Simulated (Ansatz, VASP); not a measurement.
# HfN in VASP and in Ansatz

The input INCAR:

```
PREC = Accurate
ENCUT = 520
EDIFF = 1E-6
ISMEAR = -1
SIGMA = 0.02
LREAL = False
LASPH = True
NELM = 80
ALGO = Normal
ISIF = 2
LWAVE = False
LCHARG = False
GGA = PE
NBANDS = 32
```

KPOINTS

```
Automatic mesh
0
Gamma
  9 7 1
```

POSCAR

```
HfN
1.0
    3.2157240931      0.0000000000      0.0000000000
    0.0000000000      4.5477206253      0.0000000000
    0.0000000000      0.0000000000     19.2157000000
Hf N
3 3
Direct
    0.0000000000      0.2500000000      0.4201510288
    0.5000000000      0.7500000000      0.4999999479
    0.0000000000      0.2500000000      0.5798490693
    0.0000000000      0.7500000000      0.4201061568
    0.5000000000      0.2500000000      0.5000000536
    0.0000000000      0.7500000000      0.5798937436
```

Input for Ansatz:

```yaml
crystal:
  lattice:
    - [3.2157240931, 0.0, 0.0]
    - [0.0, 4.5477206253, 0.0]
    - [0.0, 0.0, 19.2157]
  atoms:
    - { symbol: Hf, position: [0.0, 0.25, 0.4201510288] }
    - { symbol: "N", position: [0.0, 0.75, 0.4201061568] }
    - { symbol: Hf, position: [0.5, 0.75, 0.4999999479] }
    - { symbol: "N", position: [0.5, 0.25, 0.5000000536] }
    - { symbol: Hf, position: [0.0, 0.25, 0.5798490693] }
    - { symbol: "N", position: [0.0, 0.75, 0.5798937436] }
kpoints:
  mp_grid: { grid: [9, 7, 1] }
scf:
  occupations: { method: fermi_dirac, width: 0.02 }
hamiltonian:
  xc: pbe
  pseudopotentials: { kind: paw }
output:
  forces: true
  stress: true
  eigenvalues: true
  core_levels:
    shells: { Hf: ["4f"] }
    counted_from: conduction_bottom
    add_spin: false
```

Alike in both runs: task single point; functional PBE; k mesh 9 × 7 × 1; occupations fermi-dirac, width 0.02 eV; no spin polarisation.

|  | VASP | Ansatz |
| --- | --- | --- |
| version | VASP 6.6.1 | Ansatz 0.2.0 |
| potentials or method | VASP PAW PBE potentials, release 64 (Hf_pv, N) | PAW with Ansatz's default frozen-core files, scalar-relativistic |
| plane-wave cutoff (eV) | 520 | 420 |
| valence electrons in the cell | 45 | 93 |

|  | VASP | Ansatz | Ansatz less VASP |
| --- | --- | --- | --- |
| rms of the force components (eV/Å) | 0.051 | 0.000 | -0.0508 |

VASP's potentials hold 45 valence electrons a cell and Ansatz's 93, so a difference there can come from the potentials and not from the codes. Ansatz's warnings: structure snapped to symmetry.

Spin-orbit coupling is off throughout.
